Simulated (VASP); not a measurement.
Here is a VASP 6.6.1 calculation.

The input INCAR:

```
SYSTEM = InAs
PREC     = Accurate       ! precision mode
ENCUT    = 600            ! plane-wave cutoff, eV
EDIFF    = 1E-6           ! SCF threshold, eV
ISMEAR   = -1             ! smearing method
SIGMA    = 0.1            ! smearing width, eV
LREAL    = .FALSE.        ! projectors in reciprocal space
LASPH    = .TRUE.         ! aspherical terms in the spheres
NELM     = 80             ! most SCF steps
ALGO     = Normal         ! electronic algorithm
ISIF     = 3              ! what is computed and relaxed
LWAVE    = .FALSE.        ! write WAVECAR
LCHARG   = .FALSE.        ! write CHGCAR
GGA      = PE             ! functional
IBRION   = 2              ! ionic algorithm
NSW      = 60             ! ionic steps
EDIFFG   = -0.005         ! ionic threshold
```

KPOINTS

```
regular mesh
0
G
  13 13 13
  0 0 0
```

POSCAR

```
InAs
1.0
    0.0000000000      2.7338947002      2.7338947002
    2.7338947002      0.0000000000      2.7338947002
    2.7338947002      2.7338947002      0.0000000000
In As
1 1
Direct
    0.0000000000      0.0000000000      0.0000000000
    0.5000000000      0.5000000000      0.5000000000
```

Potentials or basis: VASP PAW PBE potentials, release 64 (In_d, As).

Launch:

```bash
$ cat potpaw_PBE.64/In_d/POTCAR potpaw_PBE.64/As/POTCAR > POTCAR
$ mpirun -np 1 vasp_std > vasp.out
```

Problem. Predict the band gap on the k mesh.

Solution. Zero (band 9 reaches 6.29 eV, above the bottom of band 10 at 3.73 eV).

Problem. What does it give for the relaxed volume?

Solution. 23.81 Å³/atom.

Problem. Predict the space group after relaxing (to 0.05 Å).

Solution. Fm-3m (No. 225).

Problem. Predict the relaxed cell.

Solution. a = 4.068 Å, b = 4.068 Å, c = 4.068 Å, α = 60.00°, β = 60.00°, γ = 60.00°.

Final structure:
```
In As
1.0
     0.00000    2.87672    2.87672
     2.87672    0.00000    2.87672
     2.87672    2.87672    0.00000
In As
1 1
Direct
  0.00000 0.00000 0.00000
  0.50000 0.50000 0.50000
```

Caveat: the volume moved by over 15 % at a fixed basis, so the end points are rough; spin-orbit coupling is left out, which moves the levels of the heavy elements.
